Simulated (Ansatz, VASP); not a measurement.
# Two plane-wave programs on Ag

File POSCAR:

```
Ag
1.0
    2.9299980804      0.0000000000      0.0000000000
   -1.4649990402      2.5374527707      0.0000000000
    0.0000000000      0.0000000000      5.1732000000
Ag
2
Direct
    0.3333333333      0.6666666667      0.2500000000
    0.6666666667      0.3333333333      0.7500000000
```

Contents of INCAR.step1:

```
SYSTEM = Ag
PREC = Accurate ; ENCUT = 520
ISMEAR = 0 ; SIGMA = 0.15
LREAL = .FALSE. ; LASPH = .TRUE.
NELM = 60 ; NBANDS = 18
GGA = PE ; ALGO = Normal
EDIFF = 1E-4 ; LWAVE = .TRUE.
LCHARG = .FALSE.
```

File INCAR.step2:

```
SYSTEM = Ag
PREC = Accurate ; ENCUT = 520
EDIFF = 1E-6 ; ISMEAR = 0
SIGMA = 0.15 ; LREAL = .FALSE.
LASPH = .TRUE. ; NELM = 60
ALGO = Normal ; ISIF = 2
LWAVE = .FALSE. ; LCHARG = .FALSE.
METAGGA = R2SCAN ; LMIXTAU = .TRUE.
NBANDS = 18 ; ISTART = 1
```

Contents of KPOINTS:

```
regular mesh
0
G
  18 18 10
  0 0 0
```

Input for Ansatz:

```yaml
crystal:
  lattice:
    - [2.9299980804, 0.0, 0.0]
    - [-1.4649990402, 2.5374527707, 0.0]
    - [0.0, 0.0, 5.1732]
  atoms:
    - { symbol: Ag, position: [0.3333333333, 0.6666666667, 0.25] }
    - { symbol: Ag, position: [0.6666666667, 0.3333333333, 0.75] }
basis:
  ecutwfc: 500
kpoints:
  mp_grid: { grid: [18, 18, 10] }
hamiltonian:
  xc: r2scan
scf:
  occupations: { method: gaussian, width: 0.15 }
output:
  forces: true
  stress: true
  eigenvalues: true
```

Change from the starting cell: strain +0.000 along x and y, +0.080 along z, atoms carried along.

Alike in both runs: task single point; functional r2SCAN; k mesh 18 × 18 × 10; occupations gaussian, width 0.15 eV; no spin polarisation.

```csv
,VASP,Ansatz
version,VASP 6.6.1,Ansatz 0.2.0
potentials or method,"VASP PAW PBE potentials, release 64 (Ag), cutoff 520 eV","scalar-relativistic, plane waves, PAW"
valence electrons in the cell,22,38
```

|  | VASP | Ansatz | Ansatz less VASP |
| --- | --- | --- | --- |
| gap on the k mesh at the Fermi level (eV) | none | none | - |
| pressure (GPa) | -7.4 | -7.4 | -0.03 |
| traceless stress, the component that is largest in VASP (GPa) | -2.90 | -2.87 | +0.034 |

VASP's potentials were made for PBE, not for r2SCAN. A gap of «none» marks a metal or a gap that the smearing closes. The functional is the same, so the differences come from potentials, cutoffs and numerics. VASP's potentials hold 22 valence electrons a cell and Ansatz's 38, so a difference there can come from the potentials and not from the codes.
